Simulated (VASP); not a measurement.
# RbBr in VASP: settings compared, part 2 of 2

VASP 6.6.1. Earlier steps stand in the parts before.

## 5. Overview

```csv
level,spin,cell,k mesh,grid for exact exchange (PRECFOCK),share of exact exchange,screening parameter,gap on the mesh (eV),pressure (GPa)
HSE06,off,"a = 4.962 Å, angles 60.0°, 2 atoms, atomic positions A",4 × 4 × 4,Normal,0.25,0.2079 1/Å,5.33,-0.2
PBE,"non-collinear, zero start, SOC","a = 4.962 Å, angles 60.0°, 2 atoms, atomic positions A",8 × 8 × 8,-,-,-,-,0.0
PBE,off,"a = 4.953, b = 4.955, c = 4.957 Å, angles 59.5, 60.1, 60.4°, 2 atoms, atomic positions B",8 × 8 × 8,-,-,-,4.19,0.1
```

Alike in all rows: task single point; potentials or basis VASP PAW PBE potentials, release 64 (Rb_sv, Br); cutoff (eV) 520; smearing gaussian 0.05 eV.

Caveats: the PAW data sets were made with another functional, which shifts forces and pressure a little (at least some runs).

Total energies depend on the potentials used, so only differences within one code and one set of settings carry meaning.
